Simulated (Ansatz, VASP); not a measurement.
**Two plane-wave programs on Ga**

```xyz
2
Lattice="0.0000 2.8613 2.8613 2.8613 0.0000 2.8613 2.8613 2.8613 0.0000" Properties=species:S:1:pos:R:3 pbc="T T T"
Ga    0.7153    0.7153    0.7153
Ga    5.0073    5.0073    5.0073
```

Alike in both runs: task single point; functional RPBE; k mesh 10 × 10 × 10; occupations fermi-dirac, width 0.1 eV; no spin polarisation.

```csv
,VASP,Ansatz
version,VASP 6.6.1,Ansatz 0.2.0
potentials or method,"VASP PAW PBE potentials, release 64 (Ga_d), cutoff 520 eV","plane waves (420 eV) with PAW, scalar-relativistic"
valence electrons in the cell,26,26
```

Ansatz gave:

| Quantity | Value |
| --- | --- |
| pressure (GPa) | 5.3 |

Question: What did VASP give for the same quantities?

Answer: Pressure (GPa): 5.5.

VASP's potentials were made for PBE, not for RPBE. The functional is the same, so the differences come from potentials, cutoffs and numerics.
